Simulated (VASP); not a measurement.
Crystal: SiC (Moissanite).

```
Si C
1.0
     3.13633    0.00000    0.00000
    -1.56816    2.71614    0.00000
     0.00000    0.00000    5.14701
Si C
2 2
Direct
  0.66667 0.33333 0.50000
  0.33333 0.66667 0.00000
  0.66667 0.33333 0.88500
  0.33333 0.66667 0.38500
```

Program: VASP 6.6.1. Alike in all runs: task single point; no spin polarisation; cell as given; k mesh 10 × 10 × 5; cutoff (eV) 520; smearing fermi-dirac 0.05 eV.

Problem. Order these runs on this cell by their pressure, lowest first.
A. level LDA; potentials or basis VASP PAW LDA potentials, release 64 (Si, C)
B. level PBE+D4; potentials or basis VASP PAW PBE potentials, release 64 (Si, C)
C. level revPBE; potentials or basis VASP PAW PBE potentials, release 64 (Si, C)
D. level BLYP; potentials or basis VASP PAW PBE potentials, release 64 (Si, C)

Solution. A (-14.7 GPa), B (-11.8 GPa), C (-6.2 GPa), D (-3.2 GPa).

Caveats: the PAW data sets were made with another functional, which shifts forces and pressure a little (some runs).
